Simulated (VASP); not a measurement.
Wanted: the native input for a VASP 6.6.1 run.

| Property | Result |
| --- | --- |
| Task | relaxation of cell and atoms |
| Functional | PBE |
| Potentials or basis | VASP PAW PBE potentials, release 64 (Nb_sv) |
| Cutoff | 600 eV |
| k mesh | 9 × 9 × 5 |
| Occupations | fermi-dirac, width 0.05 eV |
| Spin | no spin polarisation |
| Dipole correction | no |
| Further INCAR settings | ALGO = Normal; EDIFF = 1e-07; IBRION = 2; EDIFFG = -0.03; NSW = 80; ISIF = 3 |

The structure of Nb lies in POSCAR:

```
Nb
1.0
    2.9600000000      0.0000000000      0.0000000000
   -1.4800000000      2.5634351952      0.0000000000
    0.0000000000      0.0000000000      4.8336800000
Nb
2
Direct
    0.3333333333      0.6666666667      0.2500000000
    0.6666666667      0.3333333333      0.7500000000
```

This isn't the form of Nb at room conditions, which is bcc.

These files were run (other wordings do the same):

INCAR

```
PREC = Accurate ; ENCUT = 600
EDIFF = 1E-7 ; ISMEAR = -1
SIGMA = 0.05 ; LREAL = F
LASPH = T ; NELM = 60
ALGO = Normal ; ISIF = 3
LWAVE = F ; LCHARG = F
GGA = PE ; IBRION = 2
NSW = 80 ; EDIFFG = -0.03
```

KPOINTS

```
Automatic mesh
0
Gamma
  9 9 5
```

Potentials or basis: VASP PAW PBE potentials, release 64 (Nb_sv).

The run is started by

```console
$ cat potpaw_PBE.64/Nb_sv/POTCAR > POTCAR
$ mpirun -np 1 vasp_std > vasp.out
```

It gave:

| Quantity | Value |
| --- | --- |
| Relaxed volume | 18.65 Å³/atom |
| Relaxed cell | a = 2.851 Å, b = 2.851 Å, c = 5.297 Å, α = 90.00°, β = 90.00°, γ = 120.00° |
| Space group after relaxing (to 0.1 Å) | P6_3/mmc (No. 194) |
| Energy gained by relaxing | 69.9 meV/atom |
| Ionic steps | 8 |
| Pressure after relaxing | -0.1 GPa |
| Band gap on the k mesh | zero (bands 13 and 14 overlap by 1.99 eV) |

Wall time 4 min on 1 thread of Intel Xeon 8259CL, on a shared host, peak memory 0.18 GiB.
